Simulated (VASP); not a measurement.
Crystal: Ge.

```
Ge
1.0
    -2.51243    2.66842    1.44646
     2.51243   -2.66842    1.44646
     2.51243    2.66842   -1.44646
Ge
2
Direct
  0.31406 0.06406 0.25000
  0.68594 0.93594 0.75000
```

Base run:

```yaml
Program: VASP 6.6.1
Functional: LDA
Potentials_or_basis: VASP PAW LDA potentials, release 64 (Ge_d)
Cutoff: 520 eV
k_mesh: 11 × 11 × 11
Occupations: fermi-dirac, width 0.05 eV
Spin: no spin polarisation
```

Its results: band gap on the k mesh zero (band 14 reaches 8.00 eV, above the bottom of band 15 at 3.03 eV); pressure -5.4 GPa; largest force 0.070 eV/Å.

**Question.** The run is repeated on the same cell with these changes: functional from LDA to r2SCAN; potentials or basis from VASP PAW LDA potentials, release 64 (Ge_d) to VASP PAW PBE potentials, release 64 (Ge_d). What comes out?

**Answer.** Band gap on the k mesh zero (band 14 reaches 8.33 eV, above the bottom of band 15 at 3.01 eV); pressure -2.9 GPa; largest force 0.096 eV/Å.

Caveats: the PAW data sets were made with another functional, which shifts forces and pressure a little (some runs).
